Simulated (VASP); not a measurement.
B2Se:

```xyz
6
Lattice="2.9928 0.0000 0.0000 -1.4964 2.5918 0.0000 0.0000 0.0000 10.8184" Properties=species:S:1:pos:R:3 pbc="T T T"
B     0.0000    1.7279    1.6304
B     1.4964    0.8639    7.0396
B     0.0000    0.0000    1.4726
B     0.0000    0.0000    6.8818
Se    0.0000    1.7279    3.6585
Se    1.4964    0.8639    9.0676
```

| Property | Result |
| --- | --- |
| Program | VASP 6.6.1 |
| Task | relaxation of cell and atoms |
| Functional | PBE |
| Potentials or basis | VASP PAW PBE potentials, release 64 (B, Se) |
| Cutoff | 600 eV |
| k mesh | 12 × 12 × 4 |
| Occupations | gaussian, width 0.1 eV |
| Spin | no spin polarisation |

At the start: pressure -0.1 GPa; volume 13.99 Å³/atom.

Q: Where does the relaxation end?

A: Over 20 steps the energy falls by 11.8 meV/atom and the volume is 14.63 Å³/atom (+4.6 %); space group P6_3mc (No. 186, to 0.1 Å) before and after.

Step by step:
| step | energy change (eV) | largest force (eV/Å) | pressure (GPa) | volume (Å³) |
| --- | --- | --- | --- | --- |
| 1 | 0.0000 | 0.5139 | -0.14 | 83.92 |
| 2 | -0.0508 | 0.2614 | 0.63 | 83.75 |
| 3 | -0.0509 | 0.2755 | 0.71 | 83.74 |
| 4 | -0.0608 | 0.1183 | -0.27 | 84.48 |
| 5 | -0.0610 | 0.0945 | -0.43 | 84.59 |
| 6 | -0.0635 | 0.0737 | 0.13 | 84.27 |
| 7 | -0.0635 | 0.0730 | 0.12 | 84.27 |
| 8 | -0.0643 | 0.0185 | 0.31 | 84.34 |
| 9 | -0.0646 | 0.0335 | 0.48 | 84.40 |
| 10 | -0.0649 | 0.0314 | 0.44 | 84.50 |
| 11 | -0.0660 | 0.0251 | 0.33 | 84.80 |
| 12 | -0.0676 | 0.0150 | 0.13 | 85.41 |
| 13 | -0.0691 | 0.0300 | -0.26 | 86.64 |
| 14 | -0.0692 | 0.0390 | -0.38 | 87.03 |
| 15 | -0.0702 | 0.0382 | -0.17 | 87.25 |
| 16 | -0.0706 | 0.0370 | 0.04 | 87.44 |
| 17 | -0.0706 | 0.0368 | 0.07 | 87.47 |
| 18 | -0.0707 | 0.0113 | 0.10 | 87.59 |
| 19 | -0.0707 | 0.0169 | 0.11 | 87.62 |
| 20 | -0.0707 | 0.0038 | -0.01 | 87.78 |

Final structure:
```
CELL_PARAMETERS angstrom
3.02780 0.00000 0.00000
-1.51390 2.62216 0.00000
0.00000 0.00000 11.05631
ATOMIC_POSITIONS crystal
B 0.33333 0.66667 0.15262
B 0.66667 0.33333 0.65262
B 0.00000 0.00000 0.14261
B 0.00000 0.00000 0.64261
Se 0.33333 0.66667 0.32976
Se 0.66667 0.33333 0.82976
```

Caveat: this functional lacks dispersion, which binds the layers, so the pressure and a relaxed spacing across them are unreliable.
